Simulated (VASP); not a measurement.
A run of VASP 6.6.1 is set up as follows.

INCAR

```
SYSTEM = ScAl2
PREC = Accurate
ENCUT = 520
EDIFF = 1E-7
ISMEAR = 0
SIGMA = 0.1
LREAL = .False.
LASPH = .True.
NELM = 100
ALGO = Fast
ISIF = 2
LWAVE = .False.
LCHARG = .True.
GGA = PS
LELF = .True.
LVHAR = .True.
NBANDS = 26
```

File KPOINTS:

```
Automatic mesh
0
Gamma
  8 8 8
  0 0 0
```

POSCAR

```
ScAl2
1.0
    0.0000000000      3.6469330509      3.6469330509
    3.6469330509      0.0000000000      3.6469330509
    3.6469330509      3.6469330509      0.0000000000
Sc Al
2 4
Direct
    0.5000000000      0.5000000000      0.5000000000
    0.7500000000      0.7500000000      0.7500000000
    0.1250000000      0.1250000000      0.1250000000
    0.6250000000      0.1250000000      0.1250000000
    0.1250000000      0.6250000000      0.1250000000
    0.1250000000      0.1250000000      0.6250000000
```

Potentials or basis: VASP PAW PBE potentials, release 64 (Sc_sv, Al).

Command:

```console
$ cat potpaw_PBE.64/Sc_sv/POTCAR potpaw_PBE.64/Al/POTCAR > POTCAR
$ mpirun -np 1 vasp_std > vasp.out
```

(1) Predict the band gap on the k mesh.

(2) What does it give for the pressure?

Results:

(1) zero (bands 17 and 18 overlap by 2.59 eV).

(2) 10.7 GPa.

Caveat: the cell stands under pressure; the PAW data sets were made with another functional, which shifts forces and pressure a little.
